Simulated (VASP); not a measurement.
Write the native input for VASP 6.6.1 that does the following.

- Task: single point
- Functional: PBEsol
- Potentials or basis: VASP PAW PBE potentials, release 64 (Y_sv)
- Cutoff: 520 eV
- k mesh: 8 × 8 × 5
- Occupations: fermi-dirac, width 0.05 eV
- Spin: no spin polarisation
- Dipole correction: no
- Further INCAR settings: ALGO = Normal; EDIFF = 1e-06; NBANDS = 18

The structure of Y lies in POSCAR:

```
Y
1.0
    3.6953976095      0.0000000000      0.0000000000
   -1.8476988047      3.2003082069      0.0000000000
    0.0000000000      0.0000000000      5.8060112795
Y
2
Direct
    0.6666666667      0.3333333333      0.7500000000
    0.3333333333      0.6666666667      0.2500000000
```

One way to write it, as run:

INCAR

```
PREC = Accurate
ENCUT = 520
EDIFF = 1E-6
ISMEAR = -1
SIGMA = 0.05
LREAL = F
LASPH = T
NELM = 100
ALGO = Normal
ISIF = 2
LWAVE = F
LCHARG = F
GGA = PS
NBANDS = 18
```

KPOINTS

```
Automatic mesh
0
Gamma
  8 8 5
```

Potentials or basis: VASP PAW PBE potentials, release 64 (Y_sv).

Launch:

```bash
$ cat potpaw_PBE.64/Y_sv/POTCAR > POTCAR
$ mpirun -np 1 vasp_std > vasp.out
```

Results of the run:

The pressure is -3.4 GPa and the band gap on the k mesh is zero (band 11 reaches 3.44 eV, above the bottom of band 12 at 2.21 eV).

Caveat: the PAW data sets were made with another functional, which shifts forces and pressure a little.

It took 75 s on 1 thread of AMD EPYC 7R13 Processor (Zen 3), with other jobs on the host, peak memory 0.18 GiB.
